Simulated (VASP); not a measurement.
# InP (F-43m) in VASP: a series of runs

The runs below take InP through single point, relaxation of cell and atoms, with PBE.

All numbers are computed with VASP 6.6.1; they aren't measurements. Logs are shortened: lines on timing, memory, paths and dates and some standing lists are left out, and cuts for length are marked.

## (1) The cell of the first run

The structure is cubic, space group F-43m (No. 216). Conventional cell: a = 5.959 Å, b = 5.959 Å, c = 5.959 Å, α = 90.00°, β = 90.00°, γ = 90.00°. Within 3.4 Å of In (site symmetry -43m) lie 4 P at 2.58 Å. P (site symmetry -43m) has 4 In at 2.58 Å within 3.4 Å.

## (2) Single point, PBE

INCAR reads:

```
PREC = Accurate
ENCUT = 520
EDIFF = 1E-6
ISMEAR = 0
SIGMA = 0.02
LREAL = F
LASPH = T
NELM = 100
ALGO = Normal
ISIF = 2
LWAVE = F
LCHARG = F
GGA = PE
NBANDS = 16
```

KPOINTS reads:

```
Automatic mesh
0
Gamma
  10 10 10
```

POSCAR reads:

```
InP
1.0
    0.0000000000      2.9796445516      2.9796445516
    2.9796445516      0.0000000000      2.9796445516
    2.9796445516      2.9796445516      0.0000000000
In P
1 1
Direct
    0.0000000000      0.0000000000      0.0000000000
    0.7500000000      0.7500000000      0.7500000000
```

Potentials or basis: VASP PAW PBE potentials, release 64 (In_d, P).

Launch:

```
cat potpaw_PBE.64/In_d/POTCAR potpaw_PBE.64/P/POTCAR > POTCAR
mpirun -np 1 vasp_std > vasp.out
```

OUTCAR:

```text
PREC = Accurate
   ENCUT = 520
   EDIFF = 1E-6
   ISMEAR = 0
   LREAL = F
   LASPH = T
   NELM = 100
   ISIF = 2
   GGA = PE

 ion  position               nearest neighbor table
   1  0.000  0.000  0.000-   2 2.58   2 2.58   2 2.58   2 2.58
   2  0.750  0.750  0.750-   1 2.58   1 2.58   1 2.58   1 2.58

  LATTYP: Found a face centered cubic cell.
 ALAT       =     5.9592891032

  Lattice vectors:

 A1 = (   0.0000000000,   2.9796445516,   2.9796445516)
 A2 = (   2.9796445516,   0.0000000000,   2.9796445516)
 A3 = (   2.9796445516,   2.9796445516,   0.0000000000)

Analysis of symmetry for initial positions (statically):
=====================================================================
 Subroutine PRICEL returns:
 Original cell was already a primitive cell.

 Routine SETGRP: Setting up the symmetry group for a
 face centered cubic supercell.

 Subroutine GETGRP returns: Found 24 space group operations
 (whereof 24 operations were pure point group operations)
 out of a pool of 48 trial point group operations.

The static configuration has the point symmetry T_d .

Analysis of symmetry for dynamics (positions and initial velocities):
=====================================================================
 Subroutine PRICEL returns:
 Original cell was already a primitive cell.

 Routine SETGRP: Setting up the symmetry group for a
 face centered cubic supercell.

 Subroutine GETGRP returns: Found 24 space group operations
 (whereof 24 operations were pure point group operations)
 out of a pool of 48 trial point group operations.

The dynamic configuration has the point symmetry T_d .

 Subroutine INISYM returns: Found 24 space group operations
 (whereof 24 operations are pure point group operations),
 and found     1 'primitive' translations

----------------------------------------------------------------------------------------

                                     Primitive cell

  volume of cell :      52.9082

  direct lattice vectors                    reciprocal lattice vectors
     0.000000000  2.979644552  2.979644552    -0.167805250  0.167805250  0.167805250
     2.979644552  0.000000000  2.979644552     0.167805250 -0.167805250  0.167805250
     2.979644552  2.979644552  0.000000000     0.167805250  0.167805250 -0.167805250

  length of vectors
     4.213853736  4.213853736  4.213853736     0.290647219  0.290647219  0.290647219

  position of ions in fractional coordinates (direct lattice)
     0.000000000  0.000000000  0.000000000
     0.750000000  0.750000000  0.750000000

  ion indices of the primitive-cell ions
   primitive index   ion index
                 1           1
                 2           2

----------------------------------------------------------------------------------------

 KPOINTS: Automatic mesh

Automatic generation of k-mesh.
 Grid dimensions read from file:
 generate k-points for:   10   10   10

 Generating k-lattice:

  Cartesian coordinates                     Fractional coordinates (reciprocal lattice)
    -0.016780525  0.016780525  0.016780525     0.100000000  0.000000000  0.000000000
     0.016780525 -0.016780525  0.016780525     0.000000000  0.100000000  0.000000000
     0.016780525  0.016780525 -0.016780525     0.000000000  0.000000000  0.100000000

  Length of vectors
     0.029064722  0.029064722  0.029064722

  Shift w.r.t. Gamma in fractional coordinates (k-lattice)
     0.000000000  0.000000000  0.000000000

 Subroutine IBZKPT returns following result:
 ===========================================

 Found     47 irreducible k-points:

 Following reciprocal coordinates:
            Coordinates               Weight
  0.000000  0.000000  0.000000      1.000000
  0.100000  0.000000  0.000000      8.000000
  0.200000  0.000000  0.000000      8.000000
  0.300000  0.000000  0.000000      8.000000
  0.400000  0.000000  0.000000      8.000000
  0.500000  0.000000  0.000000      4.000000
[... 16 lines left out ...]
  0.300000  0.300000  0.000000      6.000000
  0.400000  0.300000  0.000000     24.000000
 [... further k-points ...]
   k-points           NKPTS =     47   k-points in BZ     NKDIM =     47   number of bands    NBANDS=     16
   number of dos      NEDOS =    301   number of ions     NIONS =      2
   total plane-waves  NPLWV =  32768
   dimension x,y,z NGX =    32 NGY =   32 NGZ =   32
   dimension x,y,z NGXF=    64 NGYF=   64 NGZF=   64
   ions per type =               1   1
   NGX,Y,Z   is equivalent  to a cutoff of  12.62, 12.62, 12.62 a.u.
   NGXF,Y,Z  is equivalent  to a cutoff of  25.25, 25.25, 25.25 a.u.
 SYSTEM =  unknown system
   PREC   = accura    normal or accurate (medium, high low for compatibility)
   ISTART =      0    job   : 0-new  1-cont  2-samecut
   ICHARG =      2    charge: 1-file 2-atom 10-const
   ISPIN  =      1    spin polarized calculation?
   LNONCOLLINEAR =      F non collinear calculations
   LSORBIT =      F    spin-orbit coupling
   LASPH  =      T    aspherical Exc in radial PAW
   ENCUT  =  520.0 eV  38.22 Ry    6.18 a.u.   7.83  7.83  7.83*2*pi/ulx,y,z
   NELM   =    100;   NELMIN=  2; NELMDL= -5     # of ELM steps
   EDIFF  = 0.1E-05   stopping-criterion for ELM
   LREAL  =      F    real-space projection
   EDIFFG = 0.1E-04   stopping-criterion for IOM
   NSW    =      0    number of steps for IOM
   IBRION =     -1    ionic relax: 0-MD 1-quasi-New 2-CG
   NFREE  =      0    steps in history (QN), initial steepest desc. (CG)
   ISIF   =      2    stress and relaxation
   ISYM   =      2    0-nonsym 1-usesym 2-fastsym
   POTIM  = 0.5000    time-step for ionic-motion
   TEBEG  =    0.0;   TEEND  =   0.0 temperature during run
   PSTRESS=    0.0 pullay stress
   NELECT =      18.0000    total number of electrons
   NUPDOWN=      -1.0000    fix difference up-down
   EMIN   =  10.00;   EMAX   =-10.00  energy-range for DOS
   EFERMI =   0.00;   METHOD = LEGACY
   ISMEAR =     0;   SIGMA  =   0.02  broadening in eV -4-tet -1-fermi 0-gaus
   EFERMI_NEDOS =   21; number of points for ismear=-14 and -15
   IALGO  =     38    algorithm
   IMIX   =      4    mixing-type and parameters
     AMIX     =   0.40;   BMIX     =  1.00
     AMIX_MAG =   1.60;   BMIX_MAG =  1.00
  volume/ion in A,a.u.               =      26.45       178.52
  Fermi-wavevector in a.u.,A,eV,Ry     =   1.142855  2.159683 17.770814  1.306118
  Thomas-Fermi vector in A             =   2.279552
   LORBIT       =      0    0 simple, 1 ext, 2 COOP (PROOUT), +10 PAW based schemes
   GGA     = PE    functional components
   LHFCALC =     F    Hartree Fock is set to
   AEXX    =    0.0000 exact exchange contribution
   IVDW    =     0    specifies the selected vdW correction
   LEPSILON=     F    determine dielectric tensor
   LRPA    =     F    only Hartree local field effects (RPA)
 non-spin polarized calculation
 Gauss-broadening in eV      SIGMA  =   0.02
  energy-cutoff  :      520.00
  volume of cell :       52.91
 maximum number of plane-waves:      1458
   NGX = 15   NGY = 15   NGZ = 15

 number of electron      18.0000005 magnetization

 Free energy of the ion-electron system (eV)
  ---------------------------------------------------
  ext. energy  EPLUGINS =         0.00000000
  ---------------------------------------------------
  free energy    TOTEN  =        -8.40801706 eV

  energy without entropy =       -8.40801706  energy(sigma->0) =       -8.40801706

 E-fermi :   4.8059     XC(G=0):  -9.0641

 val. band max:        4.6569821641   @ k =   0.0000   0.0000   0.0000
 cond. band min:       5.0968170821   @ k =   0.0000   0.0000   0.0000
 fundamental gap:      0.4398349180
 Fermi energy:         4.8059414311

 k-point     1 :       0.0000    0.0000    0.0000
  band No.  band energies     occupation
      1      -9.4375      2.00000
      2      -9.4375      2.00000
      3      -9.4375      2.00000
      4      -9.3089      2.00000
      5      -9.3089      2.00000
      6      -6.5303      2.00000
[... 8 lines left out ...]
     15      14.0265      0.00000
     16      14.0265      0.00000

 k-point     2 :       0.1000    0.0000    0.0000
  band No.  band energies     occupation
      1      -9.4474      2.00000
      2      -9.4333      2.00000
      3      -9.4333      2.00000
      4      -9.3088      2.00000
      5      -9.3088      2.00000
      6      -6.4244      2.00000
[... 8 lines left out ...]
     15      13.5631      0.00000
     16      13.5631      0.00000

 k-point     3 :       0.2000    0.0000    0.0000
  band No.  band energies     occupation
      1      -9.4726      2.00000
      2      -9.4233      2.00000
      3      -9.4233      2.00000
      4      -9.3079      2.00000
      5      -9.3079      2.00000
      6      -6.1204      2.00000
[... 8 lines left out ...]
     15      13.1609      0.00000
     16      13.9066      0.00000

 k-point     4 :       0.3000    0.0000    0.0000
  band No.  band energies     occupation
      1      -9.5026      2.00000
      2      -9.4130      2.00000
      3      -9.4130      2.00000
      4      -9.3046      2.00000
      5      -9.3046      2.00000
      6      -5.6680      2.00000
[... 8 lines left out ...]
     15      13.4300      0.00000
     16      13.5055      0.00000

 k-point     5 :       0.4000    0.0000    0.0000
  band No.  band energies     occupation
      1      -9.5259      2.00000
      2      -9.4066      2.00000
      3      -9.4066      2.00000
      4      -9.2998      2.00000
      5      -9.2998      2.00000
      6      -5.1935      2.00000
[... 8 lines left out ...]
     15      14.3522      0.00000
     16      14.3522      0.00000

 k-point     6 :       0.5000    0.0000    0.0000
  band No.  band energies     occupation
      1      -9.5347      2.00000
      2      -9.4046      2.00000
      3      -9.4046      2.00000
      4      -9.2975      2.00000
      5      -9.2975      2.00000
      6      -4.9656      2.00000
[... 8 lines left out ...]
     15      15.1779      0.00000
     16      15.1779      0.00000
[... 267 lines left out ...]
 k-point    21 :      -0.3000    0.2000    0.0000
  band No.  band energies     occupation
      1      -9.5312      2.00000
      2      -9.3993      2.00000
      3      -9.3939      2.00000
      4      -9.3083      2.00000
      5      -9.3035      2.00000
      6      -5.0621      2.00000
[... 8 lines left out ...]
     15      14.7231      0.00000
     16      15.9564      0.00000

 k-point    22 :      -0.2000    0.2000    0.0000
  band No.  band energies     occupation
      1      -9.5116      2.00000
      2      -9.4062      2.00000
      3      -9.4046      2.00000
      4      -9.3126      2.00000
      5      -9.3016      2.00000
      6      -5.5139      2.00000
[... 8 lines left out ...]
     15      14.7296      0.00000
     16      15.7380      0.00000

 k-point    23 :       0.3000    0.3000    0.0000
  band No.  band energies     occupation
      1      -9.5452      2.00000
      2      -9.3809      2.00000
      3      -9.3809      2.00000
      4      -9.3344      2.00000
      5      -9.2896      2.00000
      6      -5.3769      2.00000
[... 8 lines left out ...]
     15      14.7842      0.00000
     16      17.2446      0.00000

 k-point    24 :       0.4000    0.3000    0.0000
  band No.  band energies     occupation
      1      -9.5619      2.00000
      2      -9.3731      2.00000
      3      -9.3704      2.00000
      4      -9.3372      2.00000
      5      -9.2865      2.00000
      6      -4.9966      2.00000
[... 8 lines left out ...]
     15      15.1873      0.00000
     16      17.0943      0.00000

 [... further k-points ...]
[... 5 lines left out ...]
  --------------------------------------------------------------------------------------
  -------------------------------------------------------------------------------------
  Total       -0.0152648     -0.0152648     -0.0152648      0.0000000     -0.0000000      0.0000000
  in kB       -0.4622529     -0.4622529     -0.4622529      0.0000000     -0.0000000      0.0000000
  external PRESSURE =      -0.4622529 kB  Pullay stress =       0.0000000 kB

 VOLUME and BASIS-vectors are now :
 -----------------------------------------------------------------------------
  energy-cutoff  :      520.00
  volume of cell :       52.91
      direct lattice vectors                 reciprocal lattice vectors
     0.000000000  2.979644552  2.979644552    -0.167805250  0.167805250  0.167805250
     2.979644552  0.000000000  2.979644552     0.167805250 -0.167805250  0.167805250
     2.979644552  2.979644552  0.000000000     0.167805250  0.167805250 -0.167805250

 POSITION                                       TOTAL-FORCE (eV/Angst)
 -----------------------------------------------------------------------------------
      0.00000      0.00000      0.00000         0.000000      0.000000      0.000000
      4.46947      4.46947      4.46947        -0.000000     -0.000000     -0.000000
 -----------------------------------------------------------------------------------
    total drift:                                0.000000      0.000000      0.000000

  FREE ENERGIE OF THE ION-ELECTRON SYSTEM (eV)
  ---------------------------------------------------
  free  energy   TOTEN  =        -8.4080170643 eV

  energy  without entropy=       -8.4080170643  energy(sigma->0) =       -8.40801706
```

It took 26 s on 1 thread of Intel Xeon Platinum 8488C (Sapphire Rapids), shared host; peak memory 0.19 GiB.

What came out:

- Free energy: -8.4080 eV
- Pressure: 0.0 GPa
- Band gap on the k mesh: 0.44 eV, direct

Levels at points of the mesh, in eV from the valence-band top:
```tsv
k point	band 7	band 8	band 9	band 10	band 11	band 12
(0.00, 0.00, 0.00)	0.00	0.00	0.00	0.44	4.09	4.09
(0.50, 0.00, 0.00)	-5.47	-0.90	-0.90	1.38	4.80	4.80
(0.50, 0.50, 0.00)	-5.54	-2.16	-2.16	1.85	2.26	8.91
```

Caveat: spin-orbit coupling is left out, which moves the levels of the heavy elements.

(Continued in part 2 of 2.)
